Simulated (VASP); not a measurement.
# Ir (Fm-3m) in VASP: elastic constants with LDA

Aim: the elastic constants of Ir with LDA.

All numbers are computed with VASP 6.6.1; they aren't measurements. Logs are shortened: lines on timing, memory, paths and dates and some standing lists are left out, and cuts for length are marked.

## (1) The cell of the first run

Symmetry: Fm-3m, No. 225, cubic system. Conventional cell: a = 3.792 Å, b = 3.792 Å, c = 3.792 Å, α = 90.00°, β = 90.00°, γ = 90.00°. Within 3.5 Å of Ir (site symmetry m-3m) lie 12 Ir at 2.68 Å.

## (2) Elastic constants, LDA

Contents of INCAR:

```
SYSTEM = Ir
ALGO = Normal
EDIFF = 1E-8
ENCUT = 600
GGA = CA
IBRION = 6
ISIF = 3
ISMEAR = -1
LASPH = .TRUE.
LCHARG = .FALSE.
LREAL = .FALSE.
LWAVE = .FALSE.
NELM = 60
NFREE = 2
NSW = 1
POTIM = 0.015
PREC = Accurate
SIGMA = 0.15
```

Contents of KPOINTS:

```
k-points
0
G
  20 20 20
  0 0 0
```

Contents of POSCAR:

```
Ir
1.0
    0.0000000000      1.8958263507      1.8958263507
    1.8958263507      0.0000000000      1.8958263507
    1.8958263507      1.8958263507      0.0000000000
Ir
1
Direct
    0.0000000000      0.0000000000      0.0000000000
```

Potentials or basis: VASP PAW LDA potentials, release 64 (Ir).

Run with:

```console
$ cat potpaw_LDA.64/Ir/POTCAR > POTCAR
$ mpirun -np 1 vasp_std > vasp.out
```

OUTCAR:

```text
SYSTEM = Ir
   EDIFF = 1E-8
   ENCUT = 600
   GGA = CA
   IBRION = 6
   ISIF = 3
   ISMEAR = -1
   LASPH = .TRUE.
   LREAL = .FALSE.
   NELM = 60
   NFREE = 2
   NSW = 1
   POTIM = 0.015
   PREC = Accurate

 ion  position               nearest neighbor table
   1  0.000  0.000  0.000-

  LATTYP: Found a face centered cubic cell.
 ALAT       =     3.7916527014

  Lattice vectors:

 A1 = (   0.0000000000,   1.8958263507,   1.8958263507)
 A2 = (   1.8958263507,   0.0000000000,   1.8958263507)
 A3 = (   1.8958263507,   1.8958263507,   0.0000000000)

Analysis of symmetry for initial positions (statically):
=====================================================================
 Subroutine PRICEL returns:
 Original cell was already a primitive cell.

 Routine SETGRP: Setting up the symmetry group for a
 face centered cubic supercell.

 Subroutine GETGRP returns: Found 48 space group operations
 (whereof 48 operations were pure point group operations)
 out of a pool of 48 trial point group operations.

The static configuration has the point symmetry O_h .

Analysis of symmetry for dynamics (positions and initial velocities):
=====================================================================
 Subroutine PRICEL returns:
 Original cell was already a primitive cell.

 Routine SETGRP: Setting up the symmetry group for a
 face centered cubic supercell.

 Subroutine GETGRP returns: Found 48 space group operations
 (whereof 48 operations were pure point group operations)
 out of a pool of 48 trial point group operations.

The dynamic configuration has the point symmetry O_h .

 Subroutine INISYM returns: Found 48 space group operations
 (whereof 48 operations are pure point group operations),
 and found     1 'primitive' translations

----------------------------------------------------------------------------------------

                                     Primitive cell

  volume of cell :      13.6278

  direct lattice vectors                    reciprocal lattice vectors
     0.000000000  1.895826351  1.895826351    -0.263737235  0.263737235  0.263737235
     1.895826351  0.000000000  1.895826351     0.263737235 -0.263737235  0.263737235
     1.895826351  1.895826351  0.000000000     0.263737235  0.263737235 -0.263737235

  length of vectors
     2.681103337  2.681103337  2.681103337     0.456806291  0.456806291  0.456806291

  position of ions in fractional coordinates (direct lattice)
     0.000000000  0.000000000  0.000000000

  ion indices of the primitive-cell ions
   primitive index   ion index
                 1           1

----------------------------------------------------------------------------------------

 KPOINTS: k-points

Automatic generation of k-mesh.
 Grid dimensions read from file:
 generate k-points for:   20   20   20

 Generating k-lattice:

  Cartesian coordinates                     Fractional coordinates (reciprocal lattice)
    -0.013186862  0.013186862  0.013186862     0.050000000  0.000000000  0.000000000
     0.013186862 -0.013186862  0.013186862     0.000000000  0.050000000  0.000000000
     0.013186862  0.013186862 -0.013186862     0.000000000  0.000000000  0.050000000

  Length of vectors
     0.022840315  0.022840315  0.022840315

  Shift w.r.t. Gamma in fractional coordinates (k-lattice)
     0.000000000  0.000000000  0.000000000

 Subroutine IBZKPT returns following result:
 ===========================================

 Found    256 irreducible k-points:

 Following reciprocal coordinates:
            Coordinates               Weight
  0.000000  0.000000  0.000000      1.000000
  0.050000  0.000000  0.000000      8.000000
  0.100000  0.000000  0.000000      8.000000
  0.150000  0.000000  0.000000      8.000000
  0.200000  0.000000  0.000000      8.000000
  0.250000  0.000000  0.000000      8.000000
[... 16 lines left out ...]
 -0.400000  0.050000  0.000000     24.000000
 -0.350000  0.050000  0.000000     24.000000
 [... further k-points ...]
   k-points           NKPTS =    256   k-points in BZ     NKDIM =    256   number of bands    NBANDS=      8
   number of dos      NEDOS =    301   number of ions     NIONS =      1
   total plane-waves  NPLWV =  13824
[... 17 lines left out ...]
   EDIFFG = 0.1E-06   stopping-criterion for IOM
   NSW    =     49    number of steps for IOM
   IBRION =      6    ionic relax: 0-MD 1-quasi-New 2-CG
   NFREE  =      2    steps in history (QN), initial steepest desc. (CG)
   ISIF   =      3    stress and relaxation
   ISYM   =      2    0-nonsym 1-usesym 2-fastsym
   POTIM  = 0.0150    time-step for ionic-motion
   TEBEG  =    0.0;   TEEND  =   0.0 temperature during run
   PSTRESS=    0.0 pullay stress
   NELECT =       9.0000    total number of electrons
   NUPDOWN=      -1.0000    fix difference up-down
   EMIN   =  10.00;   EMAX   =-10.00  energy-range for DOS
   EFERMI =   0.00;   METHOD = LEGACY
   ISMEAR =    -1;   SIGMA  =   0.15  broadening in eV -4-tet -1-fermi 0-gaus
   EFERMI_NEDOS =   21; number of points for ismear=-14 and -15
   IALGO  =     38    algorithm
   IMIX   =      4    mixing-type and parameters
     AMIX     =   0.40;   BMIX     =  1.00
     AMIX_MAG =   1.60;   BMIX_MAG =  1.00
  volume/ion in A,a.u.               =      13.63        91.96
  Fermi-wavevector in a.u.,A,eV,Ry     =   1.425653  2.694093 27.653651  2.032486
  Thomas-Fermi vector in A             =   2.546014
   LORBIT       =      0    0 simple, 1 ext, 2 COOP (PROOUT), +10 PAW based schemes
   GGA     = CA    functional components
   LHFCALC =     F    Hartree Fock is set to
   AEXX    =    0.0000 exact exchange contribution
   IVDW    =     0    specifies the selected vdW correction
   LEPSILON=     F    determine dielectric tensor
   LRPA    =     F    only Hartree local field effects (RPA)
 finite differences with symmetry
 non-spin polarized calculation
  energy-cutoff  :      600.00
  volume of cell :       13.63
 maximum number of plane-waves:       471
 NGX is ok and might be reduce to    24
   NGX = 11   NGY = 11   NGZ = 11

--------------------------------------- Ionic step        1  -------------------------------------------

 number of electron       9.0000000 magnetization

 Free energy of the ion-electron system (eV)
  ---------------------------------------------------
  ext. energy  EPLUGINS =         0.00000000
  ---------------------------------------------------
  free energy    TOTEN  =       -10.34993735 eV

  energy without entropy =      -10.28661252  energy(sigma->0) =      -10.31827494

------------------------ aborting loop because EDIFF is reached ----------------------------------------

  FORCE on cell =-STRESS in cart. coord.  units (eV):
  Direction    XX          YY          ZZ          XY          YZ          ZX
  --------------------------------------------------------------------------------------
  -------------------------------------------------------------------------------------
  Total        0.8426180      0.8426180      0.8426180     -0.0000000     -0.0000000      0.0000000
  in kB       99.0639514     99.0639514     99.0639514     -0.0000000     -0.0000000      0.0000000
  external PRESSURE =      99.0639514 kB  Pullay stress =       0.0000000 kB
[... 86 lines left out ...]
  FREE ENERGIE OF THE ION-ELECTRON SYSTEM (eV)
  ---------------------------------------------------
  free  energy   TOTEN  =       -10.3301324727 eV

  energy  without entropy=      -10.2686385669  energy(sigma->0) =      -10.29938552

[... ionic steps 4 to 12 ...]

--------------------------------------- Ionic step       13  -------------------------------------------

 number of electron       9.0000000 magnetization

------------------------ aborting loop because EDIFF is reached ----------------------------------------
[... 65 lines left out ...]
--------------------------------------- Ionic step       15  -------------------------------------------

 number of electron       9.0000000 magnetization

 Free energy of the ion-electron system (eV)
  ---------------------------------------------------
  ext. energy  EPLUGINS =         0.00000000
  ---------------------------------------------------
  free energy    TOTEN  =       -10.34993739 eV

  energy without entropy =      -10.28661267  energy(sigma->0) =      -10.31827503

 E-fermi :  10.9466     XC(G=0): -14.3563

 val. band max:       10.9284750285   @ k =   0.3500   0.0000   0.0000
 cond. band min:      10.9467820413   @ k =   0.3000   0.2000   0.0000
 fundamental gap:      0.0183070129
 Fermi energy:        10.9465677886

 k-point     1 :       0.0000    0.0000    0.0000
  band No.  band energies     occupation
      1      -0.5297      2.00000
      2       6.8372      2.00000
      3       6.8372      2.00000
      4       6.8372      2.00000
      5       9.7279      1.99941
      6       9.7279      1.99941
      7      25.2435      0.00000
      8      31.0070      0.00000
[... 243 lines left out ...]
 k-point    24 :      -0.3500    0.0500    0.0000
  band No.  band energies     occupation
      1       2.5581      2.00000
      2       6.9107      2.00000
      3       7.0271      2.00000
      4       7.7861      2.00000
      5      10.7978      1.45880
      6      11.6412      0.01931
      7      21.5563      0.00000
      8      26.1262      0.00000

 [... further k-points ...]
[... 5 lines left out ...]
  --------------------------------------------------------------------------------------
  -------------------------------------------------------------------------------------
  Total        0.8425415      0.8425415      0.8425415      0.0000000      0.0000000      0.0000000
  in kB       99.0549579     99.0549579     99.0549579      0.0000000      0.0000000      0.0000000
  external PRESSURE =      99.0549579 kB  Pullay stress =       0.0000000 kB
[... 16 lines left out ...]
  FREE ENERGIE OF THE ION-ELECTRON SYSTEM (eV)
  ---------------------------------------------------
  free  energy   TOTEN  =       -10.3499373945 eV

  energy  without entropy=      -10.2866126707  energy(sigma->0) =      -10.31827503

 INTERNAL STRAIN TENSORS FROM STRAINED CELLS
 ============================================

 INTERNAL STRAIN TENSOR FOR ION    1 for displacements in x,y,z  (eV/Angst):
          X           Y           Z          XY          YZ          ZX
  --------------------------------------------------------------------------------
  x     0.00000    -0.00000    -0.00000     0.00000     0.00000    -0.00000
  y     0.00000     0.00000     0.00000    -0.00000     0.00000     0.00000
  z     0.00000     0.00000    -0.00000     0.00000     0.00000    -0.00000

 INTERNAL STRAIN TENSORS FROM DISPLACED ATOMS
 ============================================

 INTERNAL STRAIN TENSOR FOR ION    1 for displacements in x,y,z  (eV/Angst):
          X           Y           Z          XY          YZ          ZX
  --------------------------------------------------------------------------------
  x     0.00000     0.00000     0.00000     0.00000     0.00000     0.00000
  y     0.00000     0.00000     0.00000     0.00000     0.00000     0.00000
  z     0.00000     0.00000     0.00000     0.00000     0.00000     0.00000

 Eigenvectors and eigenvalues of the dynamical matrix
 ----------------------------------------------------

   1 f/i=    0.000000 THz     0.000000 2PiTHz    0.000000 cm-1     0.000000 meV
             X         Y         Z           dx          dy          dz
      0.000000  0.000000  0.000000     0.392707    0.919664    0.000000

   2 f/i=    0.000000 THz     0.000000 2PiTHz    0.000000 cm-1     0.000000 meV
             X         Y         Z           dx          dy          dz
      0.000000  0.000000  0.000000     0.000000    0.000000    1.000000

   3 f/i=    0.000000 THz     0.000000 2PiTHz    0.000000 cm-1     0.000000 meV
             X         Y         Z           dx          dy          dz
      0.000000  0.000000  0.000000    -0.919664    0.392707    0.000000

--------------------------------------------------------------------------------------------------------

 ELASTIC MODULI CONTR FROM IONIC RELAXATION (kBar)
 Direction    XX          YY          ZZ          XY          YZ          ZX
 --------------------------------------------------------------------------------
 XX           0.0000      0.0000      0.0000      0.0000      0.0000      0.0000
 YY           0.0000      0.0000      0.0000      0.0000      0.0000      0.0000
 ZZ           0.0000      0.0000      0.0000      0.0000      0.0000      0.0000
 XY           0.0000      0.0000      0.0000      0.0000      0.0000      0.0000
 YZ           0.0000      0.0000      0.0000      0.0000      0.0000      0.0000
 ZX           0.0000      0.0000      0.0000      0.0000      0.0000      0.0000
 --------------------------------------------------------------------------------

 TOTAL ELASTIC MODULI (kBar)
 Direction    XX          YY          ZZ          XY          YZ          ZX
 --------------------------------------------------------------------------------
 XX        7154.0243   3024.1664   3024.1664     -0.0000      0.0000     -0.0000
 YY        3024.1664   7154.0243   3024.1664      0.0000      0.0000      0.0000
 ZZ        3024.1664   3024.1664   7154.0243      0.0000      0.0000      0.0000
 XY          -0.0000      0.0000      0.0000   3135.7607     -0.0000      0.0000
 YZ           0.0000      0.0000      0.0000     -0.0000   3135.7607      0.0000
 ZX          -0.0000      0.0000      0.0000      0.0000      0.0000   3135.7607
 --------------------------------------------------------------------------------
```

It took 12 min on 1 thread of Intel Xeon Platinum 8375C at 2.90GHz (Ice Lake), shared host; peak memory 0.58 GiB.

What came out:

| Item | Value |
| --- | --- |
| Elastic constants C11, C12, C44 | 715, 302, 314 GPa |
| Voigt bulk modulus | 440 GPa |

Elastic tensor in Voigt notation (GPa, in the Cartesian axes of the cell as first typed):
```
715 302 302   0   0   0
302 715 302   0   0   0
302 302 715   0   0   0
  0   0   0 314   0   0
  0   0   0   0 314   0
  0   0   0   0   0 314
```

Clamped-ion elastic tensor (GPa):
```
715 302 302   0   0   0
302 715 302   0   0   0
302 302 715   0   0   0
  0   0   0 314   0   0
  0   0   0   0 314   0
  0   0   0   0   0 314
```

Caveat: the cell is under stress, which shifts elastic constants; spin-orbit coupling is left out, which moves the levels of the heavy elements.
